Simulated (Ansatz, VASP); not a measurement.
**Sb: VASP beside Ansatz**

INCAR

```
SYSTEM = Sb
ALGO = Normal
EDIFF = 1E-6
ENCUT = 520
GGA = RP
ISIF = 2
ISMEAR = -1
LASPH = .True.
LCHARG = .False.
LREAL = .False.
LWAVE = .False.
NBANDS = 14
NELM = 80
PREC = Accurate
SIGMA = 0.1
```

File KPOINTS:

```
k-points
0
Gamma
  8 8 11
  0 0 0
```

The input POSCAR:

```
Sb
1.0
    5.2470173225      0.0000000000      0.0000000000
   -2.6235086612      4.5440502954      0.0000000000
    0.0000000000      0.0000000000      3.1289204907
Sb
3
Direct
    0.0000000000      0.0000000000      0.0000000000
    0.3333333333      0.6666666667      0.5000000000
    0.6666666667      0.3333333333      0.5000000000
```

Input for Ansatz:

```yaml
crystal:
  lattice:
    - [5.2470173225, 0.0, 0.0]
    - [-2.6235086612, 4.5440502954, 0.0]
    - [0.0, 0.0, 3.1289204907]
  atoms:
    - { symbol: Sb, position: [0.0, 0.0, 0.0] }
    - { symbol: Sb, position: [0.3333333333, 0.6666666667, 0.5] }
    - { symbol: Sb, position: [0.6666666667, 0.3333333333, 0.5] }
hamiltonian:
  xc: rpbe
  pseudopotentials:
    kind: paw
    azcp:
      Sb: "pseudopotentials/Sb.paw.azcp"
basis:
  ecutwfc: 420
  fft_grid_basis: typed
kpoints:
  mp_grid: { grid: [8, 8, 11], shift: [0, 0, 0] }
magnetization:
  spin_polarized: false
scf:
  occupations: { method: fermi_dirac, width: 0.1 }
  lower_state_search: "off"
output:
  stress: true
```

Alike in both runs: task single point; functional RPBE; k mesh 8 × 8 × 11; occupations fermi-dirac, width 0.1 eV; no spin polarisation.

|  | VASP | Ansatz |
| --- | --- | --- |
| version | VASP 6.6.1 | Ansatz 0.2.0 |
| potentials or method | VASP PAW PBE potentials, release 64 (Sb), cutoff 520 eV | plane waves (420 eV) with PAW, scalar-relativistic |
| valence electrons in the cell | 15 | 45 |

VASP gave:

| Item | Value |
| --- | --- |
| pressure (GPa) | 8.9 |
| traceless stress, the component that is largest in VASP (GPa) | -1.77 |

Which values does Ansatz return?

Pressure (GPa): 9.1; traceless stress, the component that is largest in VASP (GPa): -1.78.

VASP's potentials were made for PBE, not for RPBE. VASP's potentials hold 15 valence electrons a cell and Ansatz's 45, so a difference there can come from the potentials and not from the codes.

Neither program's run includes spin-orbit coupling.
